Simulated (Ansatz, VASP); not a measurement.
## Two plane-wave programs on Sn

```
Sn
1.0
    -2.91964    2.91964    1.59380
     2.91964   -2.91964    1.59380
     2.91964    2.91964   -1.59380
Sn
2
Direct
  0.00000 0.00000 0.00000
  0.75000 0.25000 0.50000
```

Alike in both runs: task relaxation of cell and atoms; functional PBE; k mesh 16 × 16 × 16; occupations gaussian, width 0.1 eV; no spin polarisation.

|  | VASP | Ansatz |
| --- | --- | --- |
| version | VASP 6.6.1 | Ansatz 0.2.0 |
| potentials or method | VASP PAW PBE potentials, release 64 (Sn_d), cutoff 500 eV | scalar-relativistic, plane waves, PAW |
| valence electrons in the cell | 28 | 28 |

```csv
,VASP,Ansatz,Ansatz less VASP
"gap on the k mesh at the Fermi level, each at its own relaxed structure (eV)",none,none,-
relaxed volume (Å³/atom),28.39,28.41,+0.020
relaxed cell length with the largest relative difference (Å),4.501,4.501,+0.0008
```

A gap of «none» marks a metal or a gap that the smearing closes.
